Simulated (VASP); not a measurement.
# Na (P6_3/mmc) in VASP: a series of runs

Runs on Na. Level: PBEsol. Tasks: single point.

Program: VASP 6.6.1. These are calculated values, not measurements. Logs are shortened: lines on timing, memory, paths and dates and some standing lists are left out, and cuts for length are marked.

## Step 1: The cell of the first run

The structure is hexagonal, space group P6_3/mmc (No. 194). The conventional cell has a = 3.861 Å, b = 3.861 Å, c = 6.308 Å, α = 90.00°, β = 90.00°, γ = 120.00°. Within 5.1 Å of Na (site symmetry -6m2) lie 12 Na at 3.86 Å.

## Step 2: Single point, PBEsol (strain +0.025 along x and y, +0.025 along z)

The input, INCAR:

```
PREC = Accurate
ENCUT = 520
EDIFF = 1E-6
ISMEAR = 0
SIGMA = 0.15
LREAL = F
LASPH = T
NELM = 80
ALGO = Fast
ISIF = 2
LWAVE = F
LCHARG = F
GGA = PS
NBANDS = 14
```

The input, KPOINTS:

```
Automatic mesh
0
Gamma
  12 12 8
```

The input, POSCAR:

```
Na
1.0
    3.8611760225      0.0000000000      0.0000000000
   -1.9305880113      3.3438765240      0.0000000000
    0.0000000000      0.0000000000      6.3078500000
Na
2
Direct
    0.3333333333      0.6666666667      0.2500000000
    0.6666666667      0.3333333333      0.7500000000
```

Potentials or basis: VASP PAW PBE potentials, release 64 (Na_pv).

Launch:

```
$ cat potpaw_PBE.64/Na_pv/POTCAR > POTCAR
$ mpirun -np 1 vasp_std > vasp.out
```

OUTCAR:

```text
PREC = Accurate
   ENCUT = 520
   EDIFF = 1E-6
   ISMEAR = 0
   LREAL = F
   LASPH = T
   NELM = 80
   ISIF = 2
   GGA = PS

 ion  position               nearest neighbor table
   1  0.333  0.667  0.250-
   2  0.667  0.333  0.750-

  LATTYP: Found a hexagonal cell.
 ALAT       =     3.8611760225
 C/A-ratio  =     1.6336603054

  Lattice vectors:

 A1 = (   3.8611760225,   0.0000000000,   0.0000000000)
 A2 = (  -1.9305880113,   3.3438765240,   0.0000000000)
 A3 = (   0.0000000000,   0.0000000000,   6.3078500000)

Analysis of symmetry for initial positions (statically):
=====================================================================
 Subroutine PRICEL returns:
 Original cell was already a primitive cell.

 Routine SETGRP: Setting up the symmetry group for a
 hexagonal supercell.

 Subroutine GETGRP returns: Found 24 space group operations
 (whereof 12 operations were pure point group operations)
 out of a pool of 24 trial point group operations.

The static configuration has the point symmetry D_3d.
 The point group associated with its full space group is D_6h.

Analysis of symmetry for dynamics (positions and initial velocities):
=====================================================================
 Subroutine PRICEL returns:
 Original cell was already a primitive cell.

 Routine SETGRP: Setting up the symmetry group for a
 hexagonal supercell.

 Subroutine GETGRP returns: Found 24 space group operations
 (whereof 12 operations were pure point group operations)
 out of a pool of 24 trial point group operations.

The dynamic configuration has the point symmetry D_3d.
 The point group associated with its full space group is D_6h.

 Subroutine INISYM returns: Found 24 space group operations
 (whereof 12 operations are pure point group operations),
 and found     1 'primitive' translations

----------------------------------------------------------------------------------------

                                     Primitive cell

  volume of cell :      81.4425

  direct lattice vectors                    reciprocal lattice vectors
     3.861176023  0.000000000  0.000000000     0.258988452  0.149527052  0.000000000
    -1.930588011  3.343876524  0.000000000     0.000000000  0.299054105  0.000000000
     0.000000000  0.000000000  6.307850000     0.000000000  0.000000000  0.158532622

  length of vectors
     3.861176023  3.861176023  6.307850000     0.299054105  0.299054105  0.158532622

[... 86 lines left out ...]
   ISIF   =      2    stress and relaxation
   ISYM   =      2    0-nonsym 1-usesym 2-fastsym
   POTIM  = 0.5000    time-step for ionic-motion
   TEBEG  =    0.0;   TEEND  =   0.0 temperature during run
   PSTRESS=    0.0 pullay stress
   NELECT =      14.0000    total number of electrons
   NUPDOWN=      -1.0000    fix difference up-down
   EMIN   =  10.00;   EMAX   =-10.00  energy-range for DOS
   EFERMI =   0.00;   METHOD = LEGACY
   ISMEAR =     0;   SIGMA  =   0.15  broadening in eV -4-tet -1-fermi 0-gaus
   EFERMI_NEDOS =   21; number of points for ismear=-14 and -15
   IALGO  =     68    algorithm
   IMIX   =      4    mixing-type and parameters
     AMIX     =   0.40;   BMIX     =  1.00
     AMIX_MAG =   1.60;   BMIX_MAG =  1.00
  volume/ion in A,a.u.               =      40.72       274.80
  Fermi-wavevector in a.u.,A,eV,Ry     =   0.910263  1.720149 11.273510  0.828580
  Thomas-Fermi vector in A             =   2.034405
   LORBIT       =      0    0 simple, 1 ext, 2 COOP (PROOUT), +10 PAW based schemes
   GGA     = PS    functional components
   LHFCALC =     F    Hartree Fock is set to
   AEXX    =    0.0000 exact exchange contribution
   IVDW    =     0    specifies the selected vdW correction
   LEPSILON=     F    determine dielectric tensor
   LRPA    =     F    only Hartree local field effects (RPA)
 non-spin polarized calculation
 RMM-DIIS sequential band-by-band and
 Gauss-broadening in eV      SIGMA  =   0.15
  energy-cutoff  :      520.00
  volume of cell :       81.44
 maximum number of plane-waves:      2210
 NGX is ok and might be reduce to    30
   NGX = 15   NGY = 15   NGZ = 23

 number of electron      13.9999988 magnetization

 Free energy of the ion-electron system (eV)
  ---------------------------------------------------
  ext. energy  EPLUGINS =         0.00000000
  ---------------------------------------------------
  free energy    TOTEN  =        -2.78650194 eV

  energy without entropy =       -2.77691022  energy(sigma->0) =       -2.78170608

 E-fermi :   0.0438     XC(G=0):  -6.2585

 val. band max:        0.0311264213   @ k =   0.2500   0.2500   0.3750
 cond. band min:       0.1062805021   @ k =   0.4167   0.0833   0.2500
 fundamental gap:      0.0751540807
 Fermi energy:         0.0437593348

 k-point     1 :       0.0000    0.0000    0.0000
  band No.  band energies     occupation
      1     -24.8320      2.00000
      2     -24.8107      2.00000
      3     -24.8107      2.00000
      4     -24.8071      2.00000
      5     -24.8071      2.00000
      6     -24.8070      2.00000
      7      -3.0325      2.00000
      8       0.5896      0.00000
      9       0.9273      0.00000
     10       9.5192      0.00000
     11       9.5192      0.00000
     12       9.7762      0.00000
     13       9.7762      0.00000
     14      10.0048      0.00000
[... 377 lines left out ...]
      1     -24.8267      2.00000
      2     -24.8228      2.00000
      3     -24.8215      2.00000
      4     -24.8148      2.00000
      5     -24.8105      2.00000
      6     -24.8100      2.00000
      7      -1.4526      2.00000
      8       1.3035      0.00000
      9       2.7698      0.00000
     10       3.4275      0.00000
     11       5.5491      0.00000
     12       6.9744      0.00000
     13       7.1154      0.00000
     14       8.3879      0.00000

 [... further k-points ...]
[... 5 lines left out ...]
  --------------------------------------------------------------------------------------
  -------------------------------------------------------------------------------------
  Total       -0.3629855     -0.3629855     -0.4189849      0.0000000     -0.0000000      0.0000000
  in kB       -7.1408304     -7.1408304     -8.2424768      0.0000000     -0.0000000      0.0000000
  external PRESSURE =      -7.5080459 kB  Pullay stress =       0.0000000 kB

 VOLUME and BASIS-vectors are now :
 -----------------------------------------------------------------------------
  energy-cutoff  :      520.00
  volume of cell :       81.44
      direct lattice vectors                 reciprocal lattice vectors
     3.861176023  0.000000000  0.000000000     0.258988452  0.149527052  0.000000000
    -1.930588011  3.343876524  0.000000000     0.000000000  0.299054105  0.000000000
     0.000000000  0.000000000  6.307850000     0.000000000  0.000000000  0.158532622

 POSITION                                       TOTAL-FORCE (eV/Angst)
 -----------------------------------------------------------------------------------
     -0.00000      2.22925      1.57696        -0.000000      0.000000      0.000000
      1.93059      1.11463      4.73089         0.000000     -0.000000      0.000000
 -----------------------------------------------------------------------------------
    total drift:                                0.000000     -0.000000      0.000000

  FREE ENERGIE OF THE ION-ELECTRON SYSTEM (eV)
  ---------------------------------------------------
  free  energy   TOTEN  =        -2.7865019365 eV

  energy  without entropy=       -2.7769102243  energy(sigma->0) =       -2.78170608
```

OSZICAR:

```text
N       E                     dE             d eps       ncg     rms          rms(c)
DAV:   1     0.962282845011E+02    0.96228E+02   -0.75220E+03  2660   0.934E+02
DAV:   2     0.113909155449E+01   -0.95089E+02   -0.94149E+02  2768   0.267E+02
DAV:   3    -0.273334203580E+01   -0.38724E+01   -0.38690E+01  3356   0.625E+01
DAV:   4    -0.278876079236E+01   -0.55419E-01   -0.55416E-01  2992   0.797E+00
DAV:   5    -0.279001049036E+01   -0.12497E-02   -0.12497E-02  3358   0.124E+00    0.319E-01
RMM:   6    -0.278722484202E+01    0.27856E-02   -0.42480E-03  3389   0.850E-01    0.197E-01
RMM:   7    -0.278654886829E+01    0.67597E-03   -0.38777E-03  3439   0.716E-01    0.659E-02
RMM:   8    -0.278647887271E+01    0.69996E-04   -0.74399E-04  3251   0.498E-01    0.606E-03
RMM:   9    -0.278649688255E+01   -0.18010E-04   -0.18458E-04  3852   0.164E-01    0.535E-03
RMM:  10    -0.278649975271E+01   -0.28702E-05   -0.46484E-05  3714   0.122E-01    0.318E-03
RMM:  11    -0.278650282025E+01   -0.30675E-05   -0.22454E-05  3526   0.562E-02    0.546E-03
RMM:  12    -0.278650156351E+01    0.12567E-05   -0.11436E-05  2865   0.603E-02    0.474E-04
RMM:  13    -0.278650193645E+01   -0.37294E-06   -0.36047E-06  2111   0.242E-02
   1 F= -.27865019E+01 E0= -.27817061E+01  d E =-.959171E-02
```

stdout:

```text
POSCAR found type information on POSCAR Na
 POSCAR found :  1 types and       2 ions
 scaLAPACK will be used
 -----------------------------------------------------------------------------
|                                                                             |
|                                                                             |
|     You enforced a specific xc type in the INCAR file but a different       |
|     I HOPE YOU KNOW WHAT YOU ARE DOING!                                     |
|                                                                             |
 -----------------------------------------------------------------------------

 LDA part: xc-table for (Slater+PW92), standard interpolation
 POSCAR, INCAR and KPOINTS ok, starting setup
 FFT: planning ... GRIDC
 FFT: planning ... GRID_SOFT
 FFT: planning ... GRID
 WAVECAR not read
 entering main loop
```

It took 40 s on 1 thread of Intel Xeon 6975P-C (Granite Rapids), shared host; peak memory 0.23 GiB.

What came out:

```
Free energy            : -2.7865 eV
Pressure               : -0.8 GPa
Band gap on the k mesh : zero (band 7 reaches 2.02 eV, above the bottom of band 8 at -2.07 eV)
```

Stress tensor (GPa, compression positive):
```
-0.71  0.00  0.00
 0.00 -0.71  0.00
 0.00  0.00 -0.82
```

Caveat: the cell differs from its parent crystal (strain +0.025 along x and y, +0.025 along z); the PAW data sets were made with another functional, which shifts forces and pressure a little.

## Step 3: Single point, PBEsol (strain +0.050 along x and y, +0.000 along z)

The input, INCAR:

```
PREC     = Accurate       # precision mode
ENCUT    = 520            # plane-wave cutoff, eV
EDIFF    = 1E-6           # SCF threshold, eV
ISMEAR   = 0              # smearing method
SIGMA    = 0.15           # smearing width, eV
LREAL    = F              # projectors in reciprocal space
LASPH    = T              # aspherical terms in the spheres
NELM     = 80             # most SCF steps
ALGO     = Fast           # electronic algorithm
ISIF     = 2              # what is computed and relaxed
LWAVE    = F              # write WAVECAR
LCHARG   = T              # write CHGCAR
GGA      = PS             # functional
LELF     = T              # ELF
LVHAR    = T            
NBANDS   = 14             # bands
```

The input, KPOINTS:

```
regular mesh
0
Gamma
  12 12 8
```

The input, POSCAR:

```
Na
1.0
    3.9553510475      0.0000000000      0.0000000000
   -1.9776755237      3.4254344880      0.0000000000
    0.0000000000      0.0000000000      6.1540000000
Na
2
Direct
    0.3333333333      0.6666666667      0.2500000000
    0.6666666667      0.3333333333      0.7500000000
```

Potentials or basis: VASP PAW PBE potentials, release 64 (Na_pv).

Launch:

```
$ cat potpaw_PBE.64/Na_pv/POTCAR > POTCAR
$ mpirun -np 1 vasp_std > vasp.out
```

Run time: 42 s. Hardware: 1 thread of Intel Xeon 6975P-C (Granite Rapids), shared host; peak memory 0.24 GiB.

The run converged. Its results:

| Item | Value |
| --- | --- |
| Free energy | -2.7751 eV |
| Pressure | -0.9 GPa |
| Band gap on the k mesh | zero (band 7 reaches 1.85 eV, above the bottom of band 8 at -2.03 eV) |

Stress tensor (GPa, compression positive):
```
-0.98  0.00  0.00
 0.00 -0.98  0.00
 0.00  0.00 -0.63
```

Levels at points of the mesh, in eV from the Fermi level:
```tsv
k point	band 3	band 4	band 5	band 6	band 7	band 8	band 9	band 10	band 11	band 12
(0.00, 0.00, 0.00)	-24.88	-24.88	-24.88	-24.88	-3.04	0.74	1.14	8.97	8.97	9.15
(0.50, 0.00, 0.00)	-24.90	-24.89	-24.89	-24.88	0.15	0.20	3.70	3.77	4.20	4.36
(0.00, 0.00, 0.50)	-24.88	-24.88	-24.88	-24.88	-2.02	-2.02	5.66	5.66	9.59	9.59
(0.50, 0.00, 0.50)	-24.89	-24.89	-24.89	-24.89	0.96	0.96	1.36	1.36	7.12	7.12
```

Caveat: the cell differs from its parent crystal (strain +0.050 along x and y, +0.000 along z); the PAW data sets were made with another functional, which shifts forces and pressure a little.

(Part 1 of 2 ends here.)
